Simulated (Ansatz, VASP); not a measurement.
Given: the input of a run of Ansatz 0.2.0 on InSe.

The input input.yaml:

```yaml
crystal:
  lattice:
    - [2.0263188076, 1.1698957091, 8.5510653682]
    - [-2.0263188076, 1.1698957091, 8.5510653682]
    - [0.0, -2.3397914182, 8.5510653682]
  atoms:
    - { symbol: In, position: [0.8886, 0.8886, 0.8886] }
    - { symbol: In, position: [0.0, 0.0, 0.0] }
    - { symbol: Se, position: [0.1719, 0.1719, 0.1719] }
    - { symbol: Se, position: [0.3835, 0.3835, 0.3835] }
kpoints:
  mp_grid: { grid: [8, 8, 8] }
scf:
  occupations: { method: fermi_dirac, width: 0.05 }
hamiltonian:
  xc: lda
  pseudopotentials: { kind: all_electron, lapw: { basis_error: 0.002 } }
output:
  forces: true
  stress: true
  eigenvalues: true
```

Potentials or basis: all-electron LAPW, scalar-relativistic.

Launch:

```console
$ ansatz run input.yaml --threads 2 --pin off --max-ram 8192MiB --backend cpu --events-out ev --progress --plain --runs-dir out
```

Q: Set up the same calculation for VASP 6.6.1. Potentials there: VASP PAW LDA potentials, release 64 (In_d, Se).

A: As run (the cutoff follows the program's own potentials):

The input INCAR:

```
PREC     = Accurate       # precision mode
ENCUT    = 520            # plane-wave cutoff, eV
EDIFF    = 1E-6           # SCF threshold, eV
ISMEAR   = -1             # smearing method
SIGMA    = 0.05           # smearing width, eV
LREAL    = False          # projectors in reciprocal space
LASPH    = True           # aspherical terms in the spheres
NELM     = 80             # most SCF steps
ALGO     = Normal         # electronic algorithm
ISIF     = 2              # what is computed and relaxed
LWAVE    = False          # write WAVECAR
LCHARG   = False          # write CHGCAR
NBANDS   = 27             # bands
```

The input KPOINTS:

```
Automatic mesh
0
Gamma
  8 8 8
```

Contents of POSCAR:

```
InSe
1.0
    2.0263188076      1.1698957091      8.5510653682
   -2.0263188076      1.1698957091      8.5510653682
    0.0000000000     -2.3397914182      8.5510653682
In Se
2 2
Direct
    0.8886000000      0.8886000000      0.8886000000
    0.0000000000      0.0000000000      0.0000000000
    0.1719000000      0.1719000000      0.1719000000
    0.3835000000      0.3835000000      0.3835000000
```

Potentials or basis: VASP PAW LDA potentials, release 64 (In_d, Se).

Command:

```sh
$ cat potpaw_LDA.64/In_d/POTCAR potpaw_LDA.64/Se/POTCAR > POTCAR
$ mpirun -np 1 vasp_std > vasp.out
```

Both were run:

|  | VASP | Ansatz | Ansatz less VASP |
| --- | --- | --- | --- |
| gap on the k mesh at the Fermi level (eV) | 0.14 | 0.13 | -0.008 |
| least direct gap on the mesh (eV) | 0.14 | 0.13 | -0.008 |
| pressure (GPa) | -3.1 | -3.2 | -0.09 |
| traceless stress, the component that is largest in VASP (GPa) | -0.64 | -0.65 | -0.012 |
| rms of the force components (eV/Å) | 0.134 | 0.142 | +0.0078 |

LDA's correlation is that of Perdew and Zunger in VASP and of Perdew and Wang (1992) in Ansatz. Atom by atom the forces differ by 0.011 eV/Å (rms over components). Ansatz ran all-electron here, and VASP with PAW potentials.
